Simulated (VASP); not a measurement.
# ZrTi2C3 (P-3m1) in VASP: further runs

Runs on ZrTi2C3. Level: PBE. Tasks: single point, relaxation of cell and atoms.

Everything below comes from runs of VASP 6.6.1. Logs are shortened: lines on timing, memory, paths and dates and some standing lists are left out, and cuts for length are marked.

## 1. The cell of the first run

It takes space group P-3m1 (No. 164, trigonal). The conventional cell has a = 3.165 Å, b = 3.165 Å, c = 7.710 Å, α = 90.00°, β = 90.00°, γ = 120.00°. Zr (site symmetry -3m) has 6 C at 2.30 Å within 3.0 Å. Ti (site symmetry 3m) has 6 C at 2.20 Å within 2.9 Å. Within 2.9 Å of C (site symmetry 3m) lie 3 Ti at 2.20 Å and 3 Zr at 2.30 Å. Within 2.9 Å of C (site symmetry -3m) lie 6 Ti at 2.20 Å.

## 2. Single point, PBE

The input, INCAR:

```
PREC     = Accurate       # precision mode
ENCUT    = 520            # plane-wave cutoff, eV
EDIFF    = 1E-7           # SCF threshold, eV
ISMEAR   = 0              # smearing method
SIGMA    = 0.1            # smearing width, eV
LREAL    = False          # projectors in reciprocal space
LASPH    = True           # aspherical terms in the spheres
NELM     = 100            # most SCF steps
ALGO     = Normal         # electronic algorithm
ISIF     = 2              # what is computed and relaxed
LWAVE    = False          # write WAVECAR
LCHARG   = False          # write CHGCAR
GGA      = PE             # functional
NBANDS   = 33             # bands
```

The input, KPOINTS:

```
Automatic mesh
0
Gamma
  12 12 6
```

The input, POSCAR:

```
ZrTi2C3
1.0
    3.1647096481      0.0000000000      0.0000000000
   -1.5823548240      2.7407189509      0.0000000000
    0.0000000000      0.0000000000      7.7104658262
Zr Ti C
1 2 3
Direct
    0.0000000000      0.0000000000      0.5000000000
    0.3333333333      0.6666666667      0.1593433224
    0.6666666667      0.3333333333      0.8406566776
    0.3333333333      0.6666666667      0.6814963159
    0.6666666667      0.3333333333      0.3185036841
    0.0000000000      0.0000000000      0.0000000000
```

Potentials or basis: VASP PAW PBE potentials, release 64 (Zr_sv, Ti_sv, C).

Command:

```console
cat potpaw_PBE.64/Zr_sv/POTCAR potpaw_PBE.64/Ti_sv/POTCAR potpaw_PBE.64/C/POTCAR > POTCAR
mpirun -np 1 vasp_std > vasp.out
```

OUTCAR:

```text
PREC = Accurate
   ENCUT = 520
   EDIFF = 1E-7
   ISMEAR = 0
   LREAL = False
   LASPH = True
   NELM = 100
   ISIF = 2
   GGA = PE

 ion  position               nearest neighbor table
   1  0.000  0.000  0.500-   4 2.30   5 2.30   5 2.30   4 2.30   5 2.30   4 2.30   2 3.20   3 3.20
                             2 3.20   3 3.20   3 3.20   2 3.20
   2  0.333  0.667  0.159-   5 2.20   5 2.20   5 2.20   6 2.20   6 2.20   6 2.20   1 3.20   1 3.20
                             1 3.20
   3  0.667  0.333  0.841-   4 2.20   4 2.20   4 2.20   6 2.20   6 2.20   6 2.20   1 3.20   1 3.20
                             1 3.20
   4  0.333  0.667  0.681-   3 2.20   3 2.20   3 2.20   1 2.30   1 2.30   1 2.30
   5  0.667  0.333  0.319-   2 2.20   2 2.20   2 2.20   1 2.30   1 2.30   1 2.30
   6  0.000  0.000  0.000-   2 2.20   3 2.20   3 2.20   2 2.20   3 2.20   2 2.20

  LATTYP: Found a hexagonal cell.
 ALAT       =     3.1647096481
 C/A-ratio  =     2.4363896482

  Lattice vectors:

 A1 = (   3.1647096481,   0.0000000000,   0.0000000000)
 A2 = (  -1.5823548240,   2.7407189509,   0.0000000000)
 A3 = (   0.0000000000,   0.0000000000,   7.7104658262)

Analysis of symmetry for initial positions (statically):
=====================================================================
 Subroutine PRICEL returns:
 Original cell was already a primitive cell.

 Routine SETGRP: Setting up the symmetry group for a
 hexagonal supercell.

 Subroutine GETGRP returns: Found 12 space group operations
 (whereof 12 operations were pure point group operations)
 out of a pool of 24 trial point group operations.

The static configuration has the point symmetry D_3d.

Analysis of symmetry for dynamics (positions and initial velocities):
=====================================================================
 Subroutine PRICEL returns:
 Original cell was already a primitive cell.

 Routine SETGRP: Setting up the symmetry group for a
 hexagonal supercell.

 Subroutine GETGRP returns: Found 12 space group operations
 (whereof 12 operations were pure point group operations)
 out of a pool of 24 trial point group operations.

The dynamic configuration has the point symmetry D_3d.

 Subroutine INISYM returns: Found 12 space group operations
 (whereof 12 operations are pure point group operations),
 and found     1 'primitive' translations

----------------------------------------------------------------------------------------

                                     Primitive cell

  volume of cell :      66.8773

  direct lattice vectors                    reciprocal lattice vectors
     3.164709648  0.000000000  0.000000000     0.315984754  0.182433883  0.000000000
    -1.582354824  2.740718951  0.000000000     0.000000000  0.364867766  0.000000000
     0.000000000  0.000000000  7.710465826     0.000000000  0.000000000  0.129693850

  length of vectors
     3.164709648  3.164709648  7.710465826     0.364867766  0.364867766  0.129693850

  position of ions in fractional coordinates (direct lattice)
     0.000000000  0.000000000  0.500000000
     0.333333333  0.666666667  0.159343322
     0.666666667  0.333333333  0.840656678
     0.333333333  0.666666667  0.681496316
     0.666666667  0.333333333  0.318503684
     0.000000000  0.000000000  0.000000000

  ion indices of the primitive-cell ions
   primitive index   ion index
                 1           1
                 2           2
                 3           3
                 4           4
                 5           5
                 6           6

----------------------------------------------------------------------------------------

 KPOINTS: Automatic mesh

Automatic generation of k-mesh.
 Grid dimensions read from file:
 generate k-points for:   12   12    6

 Generating k-lattice:

  Cartesian coordinates                     Fractional coordinates (reciprocal lattice)
     0.026332063  0.015202824  0.000000000     0.083333333  0.000000000  0.000000000
     0.000000000  0.030405647  0.000000000     0.000000000  0.083333333  0.000000000
     0.000000000  0.000000000  0.021615642     0.000000000  0.000000000  0.166666667

  Length of vectors
     0.030405647  0.030405647  0.021615642

  Shift w.r.t. Gamma in fractional coordinates (k-lattice)
     0.000000000  0.000000000  0.000000000

 Subroutine IBZKPT returns following result:
 ===========================================

 Found    100 irreducible k-points:

 Following reciprocal coordinates:
            Coordinates               Weight
  0.000000  0.000000  0.000000      1.000000
  0.083333  0.000000  0.000000      6.000000
  0.166667 -0.000000  0.000000      6.000000
  0.250000 -0.000000  0.000000      6.000000
  0.333333 -0.000000  0.000000      6.000000
  0.416667 -0.000000  0.000000      6.000000
[... 16 lines left out ...]
  0.166667 -0.000000  0.166667      6.000000
  0.000000  0.166667  0.166667      6.000000
 [... further k-points ...]
   k-points           NKPTS =    100   k-points in BZ     NKDIM =    100   number of bands    NBANDS=     33
   number of dos      NEDOS =    301   number of ions     NIONS =      6
   total plane-waves  NPLWV =  34560
   dimension x,y,z NGX =    24 NGY =   24 NGZ =   60
   dimension x,y,z NGXF=    48 NGYF=   48 NGZF=  120
   ions per type =               1   2   3
   NGX,Y,Z   is equivalent  to a cutoff of  12.61, 12.61, 12.94 a.u.
   NGXF,Y,Z  is equivalent  to a cutoff of  25.21, 25.21, 25.87 a.u.
 SYSTEM =  unknown system
   PREC   = accura    normal or accurate (medium, high low for compatibility)
   ISTART =      0    job   : 0-new  1-cont  2-samecut
   ICHARG =      2    charge: 1-file 2-atom 10-const
   ISPIN  =      1    spin polarized calculation?
   LNONCOLLINEAR =      F non collinear calculations
   LSORBIT =      F    spin-orbit coupling
   LASPH  =      T    aspherical Exc in radial PAW
   ENCUT  =  520.0 eV  38.22 Ry    6.18 a.u.   5.88  5.88 14.34*2*pi/ulx,y,z
   NELM   =    100;   NELMIN=  2; NELMDL= -5     # of ELM steps
   EDIFF  = 0.1E-06   stopping-criterion for ELM
   LREAL  =      F    real-space projection
   EDIFFG = 0.1E-05   stopping-criterion for IOM
   NSW    =      0    number of steps for IOM
   IBRION =     -1    ionic relax: 0-MD 1-quasi-New 2-CG
   NFREE  =      0    steps in history (QN), initial steepest desc. (CG)
   ISIF   =      2    stress and relaxation
   ISYM   =      2    0-nonsym 1-usesym 2-fastsym
   POTIM  = 0.5000    time-step for ionic-motion
   TEBEG  =    0.0;   TEEND  =   0.0 temperature during run
   PSTRESS=    0.0 pullay stress
   NELECT =      48.0000    total number of electrons
   NUPDOWN=      -1.0000    fix difference up-down
   EMIN   =  10.00;   EMAX   =-10.00  energy-range for DOS
   EFERMI =   0.00;   METHOD = LEGACY
   ISMEAR =     0;   SIGMA  =   0.10  broadening in eV -4-tet -1-fermi 0-gaus
   EFERMI_NEDOS =   21; number of points for ismear=-14 and -15
   IALGO  =     38    algorithm
   IMIX   =      4    mixing-type and parameters
     AMIX     =   0.40;   BMIX     =  1.00
     AMIX_MAG =   1.60;   BMIX_MAG =  1.00
  volume/ion in A,a.u.               =      11.15        75.22
  Fermi-wavevector in a.u.,A,eV,Ry     =   1.465758  2.769881 29.231386  2.148446
  Thomas-Fermi vector in A             =   2.581577
   LORBIT       =      0    0 simple, 1 ext, 2 COOP (PROOUT), +10 PAW based schemes
   GGA     = PE    functional components
   LHFCALC =     F    Hartree Fock is set to
   AEXX    =    0.0000 exact exchange contribution
   IVDW    =     0    specifies the selected vdW correction
   LEPSILON=     F    determine dielectric tensor
   LRPA    =     F    only Hartree local field effects (RPA)
 non-spin polarized calculation
 Gauss-broadening in eV      SIGMA  =   0.10
  energy-cutoff  :      520.00
  volume of cell :       66.88
 maximum number of plane-waves:      1813
   NGX = 11   NGY = 11   NGZ = 29

 number of electron      48.0000015 magnetization

 Free energy of the ion-electron system (eV)
  ---------------------------------------------------
  ext. energy  EPLUGINS =         0.00000000
  ---------------------------------------------------
  free energy    TOTEN  =       -56.55136084 eV

  energy without entropy =      -56.54714243  energy(sigma->0) =      -56.54925164

 E-fermi :   9.4592     XC(G=0): -12.4611

 val. band max:        9.4545148461   @ k =   0.0833   0.0000   0.0000
 cond. band min:       9.4709633820   @ k =   0.5000  -0.0000   0.0000
 fundamental gap:      0.0164485360
 Fermi energy:         9.4591551120

 k-point     1 :       0.0000    0.0000    0.0000
  band No.  band energies     occupation
      1     -47.2436      2.00000
      2     -47.2083      2.00000
      3     -38.4687      2.00000
      4     -23.6232      2.00000
      5     -23.4015      2.00000
      6     -23.3600      2.00000
[... 25 lines left out ...]
     32      12.4645      0.00000
     33      12.7840      0.00000

 k-point     2 :       0.0833    0.0000    0.0000
  band No.  band energies     occupation
      1     -47.2410      2.00000
      2     -47.2067      2.00000
      3     -38.4606      2.00000
      4     -23.6176      2.00000
      5     -23.4116      2.00000
      6     -23.3688      2.00000
[... 25 lines left out ...]
     32      12.6068      0.00000
     33      13.0132      0.00000

 k-point     3 :       0.1667   -0.0000    0.0000
  band No.  band energies     occupation
      1     -47.2336      2.00000
      2     -47.2024      2.00000
      3     -38.4383      2.00000
      4     -23.6032      2.00000
      5     -23.4534      2.00000
      6     -23.3967      2.00000
[... 25 lines left out ...]
     32      13.1016      0.00000
     33      13.6514      0.00000

 k-point     4 :       0.2500   -0.0000    0.0000
  band No.  band energies     occupation
      1     -47.2232      2.00000
      2     -47.1968      2.00000
      3     -38.4077      2.00000
      4     -23.5888      2.00000
      5     -23.5184      2.00000
      6     -23.4508      2.00000
[... 25 lines left out ...]
     32      13.1059      0.00000
     33      14.1106      0.00000

 k-point     5 :       0.3333   -0.0000    0.0000
  band No.  band energies     occupation
      1     -47.2122      2.00000
      2     -47.1918      2.00000
      3     -38.3769      2.00000
      4     -23.6029      2.00000
      5     -23.5757      2.00000
      6     -23.4816      2.00000
[... 604 lines left out ...]
 k-point    22 :       0.0000    0.0833    0.1667
  band No.  band energies     occupation
      1     -47.2410      2.00000
      2     -47.2067      2.00000
      3     -38.4606      2.00000
      4     -23.6187      2.00000
      5     -23.4106      2.00000
      6     -23.3685      2.00000
[... 25 lines left out ...]
     32      12.6153      0.00000
     33      13.0908      0.00000

 k-point    23 :       0.1667   -0.0000    0.1667
  band No.  band energies     occupation
      1     -47.2336      2.00000
      2     -47.2024      2.00000
      3     -38.4383      2.00000
      4     -23.6038      2.00000
      5     -23.4524      2.00000
      6     -23.3973      2.00000
[... 25 lines left out ...]
     32      13.0893      0.00000
     33      13.6063      0.00000

 k-point    24 :       0.0000    0.1667    0.1667
  band No.  band energies     occupation
      1     -47.2336      2.00000
      2     -47.2024      2.00000
      3     -38.4383      2.00000
      4     -23.6041      2.00000
      5     -23.4532      2.00000
      6     -23.3963      2.00000
[... 25 lines left out ...]
     32      12.8991      0.00000
     33      13.4789      0.00000

 [... further k-points ...]

------------------------ aborting loop because EDIFF is reached ----------------------------------------

  FORCE on cell =-STRESS in cart. coord.  units (eV):
  Direction    XX          YY          ZZ          XY          YZ          ZX
  --------------------------------------------------------------------------------------
  -------------------------------------------------------------------------------------
  Total        0.1059866      0.1059866      0.0986333      0.0000000      0.0000000     -0.0000000
  in kB        2.5391165      2.5391165      2.3629543      0.0000000      0.0000000     -0.0000000
  external PRESSURE =       2.4803958 kB  Pullay stress =       0.0000000 kB

 VOLUME and BASIS-vectors are now :
 -----------------------------------------------------------------------------
  energy-cutoff  :      520.00
  volume of cell :       66.88
      direct lattice vectors                 reciprocal lattice vectors
     3.164709648  0.000000000  0.000000000     0.315984754  0.182433883  0.000000000
    -1.582354824  2.740718951  0.000000000     0.000000000  0.364867766  0.000000000
     0.000000000  0.000000000  7.710465826     0.000000000  0.000000000  0.129693850

 POSITION                                       TOTAL-FORCE (eV/Angst)
 -----------------------------------------------------------------------------------
      0.00000      0.00000      3.85523        -0.000000      0.000000      0.000000
     -0.00000      1.82715      1.22861        -0.000000      0.000000     -0.002827
      1.58235      0.91357      6.48185         0.000000      0.000000      0.002827
     -0.00000      1.82715      5.25465        -0.000000      0.000000      0.002901
      1.58235      0.91357      2.45581        -0.000000      0.000000     -0.002901
      0.00000      0.00000      0.00000        -0.000000      0.000000      0.000000
 -----------------------------------------------------------------------------------
    total drift:                                0.000000     -0.000000      0.000000

  FREE ENERGIE OF THE ION-ELECTRON SYSTEM (eV)
  ---------------------------------------------------
  free  energy   TOTEN  =       -56.5513608444 eV

  energy  without entropy=      -56.5471424345  energy(sigma->0) =      -56.54925164
```

Wall time 6.5 min (1 thread of Intel Xeon 8259CL, shared host); peak memory 0.33 GiB.

What came out:

* Free energy: -56.5514 eV
* Pressure: 0.2 GPa
* Band gap on the k mesh: zero (bands 24 and 25 overlap by 1.15 eV)

Forces on the atoms (eV/Å):
```
Zr   0.000  0.000  0.000
Ti   0.000  0.000 -0.003
Ti   0.000  0.000  0.003
C    0.000  0.000  0.003
C    0.000  0.000 -0.003
C    0.000  0.000  0.000
```

Levels at points of the mesh, in eV from the Fermi level:
```tsv
k point	band 20	band 21	band 22	band 23	band 24	band 25	band 26	band 27	band 28	band 29
(0.00, 0.00, 0.00)	-2.30	-2.30	0.71	0.71	0.79	1.34	1.34	1.42	1.90	1.90
(0.50, 0.00, 0.00)	-2.46	-2.38	-2.26	-1.68	-0.10	0.01	2.13	2.45	2.68	2.79
(0.00, 0.00, 0.50)	-1.31	-0.97	-0.97	-0.73	-0.73	1.07	1.07	1.66	1.66	2.06
(0.50, 0.00, 0.50)	-2.87	-2.56	-2.12	-1.25	-1.07	0.64	0.83	2.66	2.95	2.97
```

(Part 1 of 2 ends here.)
